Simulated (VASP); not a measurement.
# Au (Fm-3m) in VASP: a series of runs

Runs on Au. Level: PBEsol. Tasks: single point, relaxation of cell and atoms.

Program: VASP 6.6.1. These are calculated values, not measurements. Logs are shortened: lines on timing, memory, paths and dates and some standing lists are left out, and cuts for length are marked.

**1. The cell of the first run**

The structure is cubic, space group Fm-3m (No. 225). Conventional cell: a = 4.047 Å, b = 4.047 Å, c = 4.047 Å, α = 90.00°, β = 90.00°, γ = 90.00°. Within 3.8 Å of Au (site symmetry m-3m) lie 12 Au at 2.86 Å.

**2. Single point, PBEsol**

The input, INCAR:

```
ALGO     = Fast           # electronic algorithm
EDIFF    = 1E-7           # SCF threshold, eV
ENCUT    = 520            # plane-wave cutoff, eV
GGA      = PS             # functional
ISIF     = 2              # what is computed and relaxed
ISMEAR   = -1             # smearing method
LASPH    = True           # aspherical terms in the spheres
LCHARG   = False          # write CHGCAR
LREAL    = False          # projectors in reciprocal space
LWAVE    = False          # write WAVECAR
NBANDS   = 12             # bands
NELM     = 80             # most SCF steps
PREC     = Accurate       # precision mode
SIGMA    = 0.05           # smearing width, eV
```

The input, KPOINTS:

```
k-points
0
Gamma
  11 11 11
```

The input, POSCAR:

```
Au
1.0
    0.0000000000      2.0233877643      2.0233877643
    2.0233877643      0.0000000000      2.0233877643
    2.0233877643      2.0233877643      0.0000000000
Au
1
Direct
    0.0000000000      0.0000000000      0.0000000000
```

Potentials or basis: VASP PAW PBE potentials, release 64 (Au).

On the command line:

```bash
cat potpaw_PBE.64/Au/POTCAR > POTCAR
mpirun -np 1 vasp_std > vasp.out
```

OUTCAR:

```text
EDIFF = 1E-7
   ENCUT = 520
   GGA = PS
   ISIF = 2
   ISMEAR = -1
   LASPH = True
   LREAL = False
   NELM = 80
   PREC = Accurate

 ion  position               nearest neighbor table
   1  0.000  0.000  0.000-

  LATTYP: Found a face centered cubic cell.
 ALAT       =     4.0467755286

  Lattice vectors:

 A1 = (   0.0000000000,   2.0233877643,   2.0233877643)
 A2 = (   2.0233877643,   0.0000000000,   2.0233877643)
 A3 = (   2.0233877643,   2.0233877643,   0.0000000000)

Analysis of symmetry for initial positions (statically):
=====================================================================
 Subroutine PRICEL returns:
 Original cell was already a primitive cell.

 Routine SETGRP: Setting up the symmetry group for a
 face centered cubic supercell.

 Subroutine GETGRP returns: Found 48 space group operations
[... 9 lines left out ...]

 Routine SETGRP: Setting up the symmetry group for a
 face centered cubic supercell.

 Subroutine GETGRP returns: Found 48 space group operations
[... 11 lines left out ...]
                                     Primitive cell

  volume of cell :      16.5679

  direct lattice vectors                    reciprocal lattice vectors
     0.000000000  2.023387764  2.023387764    -0.247110321  0.247110321  0.247110321
     2.023387764  0.000000000  2.023387764     0.247110321 -0.247110321  0.247110321
     2.023387764  2.023387764  0.000000000     0.247110321  0.247110321 -0.247110321

  length of vectors
     2.861502418  2.861502418  2.861502418     0.428007631  0.428007631  0.428007631

  position of ions in fractional coordinates (direct lattice)
     0.000000000  0.000000000  0.000000000

  ion indices of the primitive-cell ions
   primitive index   ion index
                 1           1

----------------------------------------------------------------------------------------

 KPOINTS: k-points

Automatic generation of k-mesh.
 Grid dimensions read from file:
 generate k-points for:   11   11   11

 Generating k-lattice:

  Cartesian coordinates                     Fractional coordinates (reciprocal lattice)
    -0.022464575  0.022464575  0.022464575     0.090909091  0.000000000  0.000000000
     0.022464575 -0.022464575  0.022464575     0.000000000  0.090909091  0.000000000
     0.022464575  0.022464575 -0.022464575     0.000000000  0.000000000  0.090909091

  Length of vectors
     0.038909785  0.038909785  0.038909785

  Shift w.r.t. Gamma in fractional coordinates (k-lattice)
     0.000000000  0.000000000  0.000000000

 Subroutine IBZKPT returns following result:
 ===========================================

 Found     56 irreducible k-points:

 Following reciprocal coordinates:
            Coordinates               Weight
  0.000000  0.000000  0.000000      1.000000
  0.090909  0.000000  0.000000      8.000000
  0.181818  0.000000  0.000000      8.000000
  0.272727  0.000000  0.000000      8.000000
  0.363636  0.000000  0.000000      8.000000
  0.454545  0.000000  0.000000      8.000000
[... 16 lines left out ...]
 -0.272727  0.181818  0.000000     24.000000
 -0.181818  0.181818  0.000000     12.000000
 [... further k-points ...]
   k-points           NKPTS =     56   k-points in BZ     NKDIM =     56   number of bands    NBANDS=     12
   number of dos      NEDOS =    301   number of ions     NIONS =      1
   total plane-waves  NPLWV =  13824
   dimension x,y,z NGX =    24 NGY =   24 NGZ =   24
   dimension x,y,z NGXF=    48 NGYF=   48 NGZF=   48
   ions per type =               1
   NGX,Y,Z   is equivalent  to a cutoff of  13.94, 13.94, 13.94 a.u.
   NGXF,Y,Z  is equivalent  to a cutoff of  27.89, 27.89, 27.89 a.u.
 SYSTEM =  unknown system
   PREC   = accura    normal or accurate (medium, high low for compatibility)
   ISTART =      0    job   : 0-new  1-cont  2-samecut
   ICHARG =      2    charge: 1-file 2-atom 10-const
   ISPIN  =      1    spin polarized calculation?
   LNONCOLLINEAR =      F non collinear calculations
   LSORBIT =      F    spin-orbit coupling
   LASPH  =      T    aspherical Exc in radial PAW
   ENCUT  =  520.0 eV  38.22 Ry    6.18 a.u.   5.32  5.32  5.32*2*pi/ulx,y,z
   NELM   =     80;   NELMIN=  2; NELMDL= -5     # of ELM steps
   EDIFF  = 0.1E-06   stopping-criterion for ELM
   LREAL  =      F    real-space projection
   EDIFFG = 0.1E-05   stopping-criterion for IOM
   NSW    =      0    number of steps for IOM
   IBRION =     -1    ionic relax: 0-MD 1-quasi-New 2-CG
   NFREE  =      0    steps in history (QN), initial steepest desc. (CG)
   ISIF   =      2    stress and relaxation
   ISYM   =      2    0-nonsym 1-usesym 2-fastsym
   POTIM  = 0.5000    time-step for ionic-motion
   TEBEG  =    0.0;   TEEND  =   0.0 temperature during run
   PSTRESS=    0.0 pullay stress
   NELECT =      11.0000    total number of electrons
   NUPDOWN=      -1.0000    fix difference up-down
   EMIN   =  10.00;   EMAX   =-10.00  energy-range for DOS
   EFERMI =   0.00;   METHOD = LEGACY
   ISMEAR =    -1;   SIGMA  =   0.05  broadening in eV -4-tet -1-fermi 0-gaus
   EFERMI_NEDOS =   21; number of points for ismear=-14 and -15
   IALGO  =     68    algorithm
   IMIX   =      4    mixing-type and parameters
     AMIX     =   0.40;   BMIX     =  1.00
     AMIX_MAG =   1.60;   BMIX_MAG =  1.00
  volume/ion in A,a.u.               =      16.57       111.81
  Fermi-wavevector in a.u.,A,eV,Ry     =   1.428181  2.698871 27.751819  2.039701
  Thomas-Fermi vector in A             =   2.548271
   LORBIT       =      0    0 simple, 1 ext, 2 COOP (PROOUT), +10 PAW based schemes
   GGA     = PS    functional components
   LHFCALC =     F    Hartree Fock is set to
   AEXX    =    0.0000 exact exchange contribution
   IVDW    =     0    specifies the selected vdW correction
   LEPSILON=     F    determine dielectric tensor
   LRPA    =     F    only Hartree local field effects (RPA)
 non-spin polarized calculation
 RMM-DIIS sequential band-by-band and
  energy-cutoff  :      520.00
  volume of cell :       16.57
 maximum number of plane-waves:       459
 NGX is ok and might be reduce to    24
   NGX = 11   NGY = 11   NGZ = 11

 number of electron      10.9999999 magnetization

 Free energy of the ion-electron system (eV)
  ---------------------------------------------------
  ext. energy  EPLUGINS =         0.00000000
  ---------------------------------------------------
  free energy    TOTEN  =        -3.92673850 eV

  energy without entropy =       -3.92503528  energy(sigma->0) =       -3.92588689

 E-fermi :   9.7440     XC(G=0): -13.0518

 val. band max:        9.6219498655   @ k =   0.4545   0.2727   0.0000
 cond. band min:       9.8290554811   @ k =  -0.4545   0.0909   0.0000
 fundamental gap:      0.2071056156
 Fermi energy:         9.7440122464

 k-point     1 :       0.0000    0.0000    0.0000
  band No.  band energies     occupation
      1      -0.4677      2.00000
      2       4.9237      2.00000
      3       4.9237      2.00000
      4       4.9237      2.00000
      5       6.5302      2.00000
      6       6.5302      2.00000
      7      24.2168      0.00000
      8      28.3713      0.00000
      9      28.3713      0.00000
     10      28.3713      0.00000
     11      33.3299      0.00000
     12      38.3174      0.00000

 k-point     2 :       0.0909    0.0000    0.0000
  band No.  band energies     occupation
      1      -0.1743      2.00000
      2       4.8277      2.00000
      3       5.0235      2.00000
      4       5.0235      2.00000
      5       6.4870      2.00000
      6       6.4870      2.00000
      7      24.5597      0.00000
      8      26.7429      0.00000
      9      28.7339      0.00000
     10      28.7339      0.00000
     11      34.2395      0.00000
     12      36.3441      0.00000

 k-point     3 :       0.1818    0.0000    0.0000
  band No.  band energies     occupation
      1       0.6311      2.00000
      2       4.6679      2.00000
      3       5.2037      2.00000
      4       5.2037      2.00000
      5       6.4883      2.00000
      6       6.4883      2.00000
      7      23.5992      0.00000
      8      25.4164      0.00000
      9      29.6331      0.00000
     10      29.6331      0.00000
     11      32.0899      0.00000
     12      34.2922      0.00000

 k-point     4 :       0.2727    0.0000    0.0000
  band No.  band energies     occupation
      1       1.6007      2.00000
      2       4.8943      2.00000
      3       5.1907      2.00000
      4       5.1907      2.00000
      5       6.8122      2.00000
      6       6.8122      2.00000
      7      20.1836      0.00000
      8      25.1858      0.00000
      9      29.8443      0.00000
     10      29.8443      0.00000
     11      31.9327      0.00000
     12      32.9319      0.00000

 k-point     5 :       0.3636    0.0000    0.0000
  band No.  band energies     occupation
      1       2.0910      2.00000
      2       5.0252      2.00000
      3       5.0252      2.00000
      4       6.1793      2.00000
      5       7.3485      2.00000
      6       7.3485      2.00000
      7      16.5889      0.00000
      8      24.3030      0.00000
      9      28.3248      0.00000
     10      28.3248      0.00000
     11      33.9248      0.00000
     12      33.9318      0.00000
[... 228 lines left out ...]
      1       2.9048      2.00000
      2       4.4140      2.00000
      3       5.5399      2.00000
      4       5.6563      2.00000
      5       7.7383      2.00000
      6      11.5604      0.00000
      7      12.9699      0.00000
      8      22.6370      0.00000
      9      25.3450      0.00000
     10      25.6622      0.00000
     11      35.3300      0.00000
     12      35.4499      0.00000

 k-point    22 :      -0.3636    0.1818    0.0000
  band No.  band energies     occupation
      1       2.9877      2.00000
      2       4.5051      2.00000
      3       5.4941      2.00000
      4       5.5192      2.00000
      5       7.2261      2.00000
      6      10.2409      0.00010
      7      15.0304      0.00000
      8      22.0470      0.00000
      9      25.6156      0.00000
     10      27.0006      0.00000
     11      33.4974      0.00000
     12      35.4476      0.00000

 k-point    23 :      -0.2727    0.1818    0.0000
  band No.  band energies     occupation
      1       2.9240      2.00000
      2       4.5146      2.00000
      3       4.8951      2.00000
      4       5.6365      2.00000
      5       6.5180      2.00000
      6       8.8397      2.00000
      7      18.3257      0.00000
      8      22.1968      0.00000
      9      26.2379      0.00000
     10      29.4075      0.00000
     11      31.0510      0.00000
     12      35.5088      0.00000

 k-point    24 :      -0.1818    0.1818    0.0000
  band No.  band energies     occupation
      1       2.1715      2.00000
      2       4.2746      2.00000
      3       5.1249      2.00000
      4       5.8402      2.00000
      5       5.8849      2.00000
      6       7.7824      2.00000
      7      21.2651      0.00000
      8      23.3062      0.00000
      9      27.5273      0.00000
     10      29.0223      0.00000
     11      31.9188      0.00000
     12      34.6566      0.00000

 [... further k-points ...]

------------------------ aborting loop because EDIFF is reached ----------------------------------------

  FORCE on cell =-STRESS in cart. coord.  units (eV):
  Direction    XX          YY          ZZ          XY          YZ          ZX
  --------------------------------------------------------------------------------------
  -------------------------------------------------------------------------------------
  Total        0.4880574      0.4880574      0.4880574      0.0000000      0.0000000     -0.0000000
  in kB       47.1969692     47.1969692     47.1969692      0.0000000      0.0000000     -0.0000000
  external PRESSURE =      47.1969692 kB  Pullay stress =       0.0000000 kB

 VOLUME and BASIS-vectors are now :
 -----------------------------------------------------------------------------
  energy-cutoff  :      520.00
  volume of cell :       16.57
      direct lattice vectors                 reciprocal lattice vectors
     0.000000000  2.023387764  2.023387764    -0.247110321  0.247110321  0.247110321
     2.023387764  0.000000000  2.023387764     0.247110321 -0.247110321  0.247110321
     2.023387764  2.023387764  0.000000000     0.247110321  0.247110321 -0.247110321

 POSITION                                       TOTAL-FORCE (eV/Angst)
 -----------------------------------------------------------------------------------
      0.00000      0.00000      0.00000         0.000000      0.000000     -0.000000
 -----------------------------------------------------------------------------------
    total drift:                               -0.000000     -0.000000     -0.000000

  FREE ENERGIE OF THE ION-ELECTRON SYSTEM (eV)
  ---------------------------------------------------
  free  energy   TOTEN  =        -3.9267384957 eV

  energy  without entropy=       -3.9250352763  energy(sigma->0) =       -3.92588689
```

It took 9.4 s on 1 thread of AMD EPYC 9R45 (Zen 5), shared host; peak memory 0.11 GiB.

Results:

```yaml
Free_energy: -3.9267 eV
Pressure: 4.7 GPa
```

Levels at points of the mesh, in eV from the Fermi level:
```
           k point  band 3  band 4  band 5  band 6  band 7  band 8  band 9  band 10
(0.00, 0.00, 0.00)   -4.82   -4.82   -3.21   -3.21   14.47   18.63   18.63    18.63
```

Caveat: the PAW data sets were made with another functional, which shifts forces and pressure a little; spin-orbit coupling is left out, which moves the levels of the heavy elements.

[end of part 1 of 2]
